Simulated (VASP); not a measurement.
Here is a VASP 6.6.1 calculation.

The input INCAR:

```
PREC = Accurate ; ENCUT = 520
EDIFF = 1E-6 ; ISMEAR = 0
SIGMA = 0.02 ; LREAL = False
LASPH = True ; NELM = 60
ALGO = Normal ; ISIF = 2
LWAVE = False ; LCHARG = True
GGA = PE ; LELF = True
LVHAR = True ; NBANDS = 16
```

KPOINTS

```
Automatic mesh
0
Gamma
  12 12 4
```

Contents of POSCAR:

```
BN
1.0
    2.5122826906      0.0000000000      0.0000000000
   -1.2561413453      2.1757006316      0.0000000000
    0.0000000000      0.0000000000      8.8708913304
B N
2 2
Direct
    0.3333333333      0.6666666667      0.2500000000
    0.6666666667      0.3333333333      0.7500000000
    0.3333333333      0.6666666667      0.7500000000
    0.6666666667      0.3333333333      0.2500000000
```

Potentials or basis: VASP PAW PBE potentials, release 64 (B, N).

The run is started by

```bash
$ cat potpaw_PBE.64/B/POTCAR potpaw_PBE.64/N/POTCAR > POTCAR
$ mpirun -np 1 vasp_std > vasp.out
```

Q: What does it give for the band gap on the k mesh?

A: 4.29 eV (least direct gap 4.66 eV).

Q: Predict the pressure.

A: 0.0 GPa.

Stress tensor (GPa, compression positive):
```
 0.08  0.00  0.00
 0.00  0.08  0.00
 0.00  0.00 -0.15
```

Caveat: this functional lacks dispersion, which binds layers or chains, so the pressure and a relaxed spacing across them are unreliable. A k mesh can miss the band edges.
